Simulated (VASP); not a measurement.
Input of a VASP 6.6.1 run:

Contents of INCAR:

```
SYSTEM = MgCd3
  PREC = Accurate
  ENCUT = 520
  EDIFF = 1E-7
  ISMEAR = 0
  SIGMA = 0.15
  LREAL = .False.
  LASPH = .True.
  NELM = 100
  ALGO = Normal
  ISIF = 2
  LWAVE = .False.
  LCHARG = .True.
  GGA = CA
  LELF = .True.
  LVHAR = .True.
  NBANDS = 27
```

Contents of KPOINTS:

```
regular mesh
0
Gamma
  5 5 5
  0 0 0
```

Contents of POSCAR:

```
MgCd3
1.0
    4.3949820000      0.0000000000      0.0000000000
    0.0000000000      4.3949820000      0.0000000000
    0.0000000000      0.0000000000      4.3949820000
Mg Cd
1 3
Direct
    0.0000000000      0.0000000000      0.0000000000
    0.5000000000      0.5000000000      0.0000000000
    0.5000000000      0.0000000000      0.5000000000
    0.0000000000      0.5000000000      0.5000000000
```

Potentials or basis: VASP PAW LDA potentials, release 64 (Mg, Cd).

Launch:

```bash
$ cat potpaw_LDA.64/Mg/POTCAR potpaw_LDA.64/Cd/POTCAR > POTCAR
$ mpirun -np 1 vasp_std > vasp.out
```

(1) Estimate the band gap on the k mesh.

(2) Estimate the pressure.

Answers

(1) zero (band 19 reaches 3.80 eV, above the bottom of band 20 at 1.91 eV).

(2) -3.8 GPa.
